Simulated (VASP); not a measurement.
Crystal: SnH.

```
Sn H
1.0
     3.00386    0.00000    0.00000
     0.00000    3.00386    0.00000
     0.00000    0.00000    3.95961
Sn H
1 1
Direct
  0.50000 0.50000 0.50000
  0.00000 0.00000 0.00000
```

The cell was generated, and may not be a known phase.

```yaml
Program: VASP 6.6.1
Task: relaxation of cell and atoms
Functional: PBE
Potentials_or_basis: VASP PAW PBE potentials, release 64 (Sn_d, H)
Cutoff: 600 eV
k_mesh: 18 × 18 × 14
Occupations: gaussian, width 0.1 eV
Spin: no spin polarisation
```

At the start: pressure -2.5 GPa; volume 17.86 Å³/atom.

Task: Where does the relaxation end?

Result: Over 10 steps the energy falls by 124.6 meV/atom and the volume is 15.36 Å³/atom (-14.0 %); space group P4/mmm (No. 123, to 0.1 Å) before, Pm-3m (No. 221, to 0.1 Å).

The path:
```csv
step,energy change (eV),largest force (eV/Å),pressure (GPa),volume (Å³)
1,0.0000,0.0000,-2.52,35.73
2,-0.0874,0.0000,-2.02,34.26
3,-0.1829,0.0000,-0.72,32.12
4,-0.1808,0.0000,7.15,27.69
5,-0.2254,0.0000,0.92,30.48
6,-0.2323,0.0000,2.77,29.39
7,-0.2488,0.0000,0.21,30.62
8,-0.2489,0.0000,0.36,30.55
9,-0.2489,0.0000,0.27,30.57
10,-0.2492,0.0000,0.04,30.72
```

Final structure:
```xyz
2
Lattice="3.1301 0.0000 0.0000 0.0000 3.1301 0.0000 0.0000 0.0000 3.1354" Properties=species:S:1:pos:R:3 pbc="T T T"
Sn    1.5650    1.5650    1.5677
H     3.1301    0.0000    0.0000
```

Caveat: a cell axis changed by over 15 % at a fixed basis, so the end point is rough.
